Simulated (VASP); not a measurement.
Set up this calculation in VASP 6.6.1, as the native input.

| Property | Result |
| --- | --- |
| Task | single point |
| Functional | LDA |
| Potentials or basis | VASP PAW LDA potentials, release 64 (Bi_d) |
| Cutoff | 520 eV |
| k mesh | 10 × 10 × 10 |
| Occupations | gaussian, width 0.05 eV |
| Spin | no spin polarisation |
| Dipole correction | no |
| Further INCAR settings | ALGO = Normal; EDIFF = 1e-06; NBANDS = 14 |

The structure of Bi lies in POSCAR:

```
Bi
1.0
   -4.0446079000      4.0446079000      1.4663281000
    4.0446079000     -4.0446079000      1.4663281000
    4.0446079000      4.0446079000     -1.4663281000
Bi
1
Direct
    0.0000000000      0.0000000000      0.0000000000
```

This cell differs from its parent crystal: strain -0.050 along x and y, +0.025 along z.

One way to write it, as run:

INCAR

```
  ALGO = Normal
  EDIFF = 1E-6
  ENCUT = 520
  GGA = CA
  ISIF = 2
  ISMEAR = 0
  LASPH = T
  LCHARG = T
  LELF = T
  LREAL = F
  LVHAR = T
  LWAVE = F
  NBANDS = 14
  NELM = 100
  PREC = Accurate
  SIGMA = 0.05
```

KPOINTS

```
k-points
0
Gamma
  10 10 10
```

Potentials or basis: VASP PAW LDA potentials, release 64 (Bi_d).

The run is started by

```sh
$ cat potpaw_LDA.64/Bi_d/POTCAR > POTCAR
$ mpirun -np 1 vasp_std > vasp.out
```

Results of the run:

```
Pressure               : -1.1 GPa
Band gap on the k mesh : zero (an odd number of electrons rules out a gap without spin polarisation)
```

Caveat: the cell differs from its parent crystal (strain -0.050 along x and y, +0.025 along z); spin-orbit coupling is left out, which moves the levels of the heavy elements.

Run time: 6.7 min on 1 thread of Intel Xeon 8259CL, with other jobs on the host, peak memory 0.31 GiB.
